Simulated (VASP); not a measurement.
A run of VASP 6.6.1 is set up as follows.

File INCAR:

```
PREC = Accurate ; ENCUT = 520
EDIFF = 1E-7 ; ISMEAR = 0
SIGMA = 0.02 ; LREAL = F
LASPH = T ; NELM = 80
ALGO = Normal ; ISIF = 2
LWAVE = F ; LCHARG = F
GGA = PE ; NBANDS = 16
```

The input KPOINTS:

```
Automatic mesh
0
Gamma
  12 12 6
```

Contents of POSCAR:

```
AlN
1.0
    3.2241146724      0.0000000000      0.0000000000
   -1.6120573362      2.7921652110      0.0000000000
    0.0000000000      0.0000000000      5.1685846222
Al N
2 2
Direct
    0.6666666667      0.3333333333      0.4995288840
    0.3333333333      0.6666666667      0.9995288840
    0.6666666667      0.3333333333      0.8804711160
    0.3333333333      0.6666666667      0.3804711160
```

Potentials or basis: VASP PAW PBE potentials, release 64 (Al, N).

Run with:

```bash
$ cat potpaw_PBE.64/Al/POTCAR potpaw_PBE.64/N/POTCAR > POTCAR
$ mpirun -np 1 vasp_std > vasp.out
```

**Question.** What does it give for the band gap on the k mesh?

**Answer.** 3.30 eV, direct.

**Question.** Predict the pressure.

**Answer.** -14.6 GPa.

Stress tensor (GPa, compression positive):
```
-15.04   0.00   0.00
  0.00 -15.04   0.00
  0.00   0.00 -13.85
```

Caveat: the cell differs from its parent crystal (equal strain along all axes, cell held: +3.0 %, then relaxed in part). A k mesh can miss the band edges.
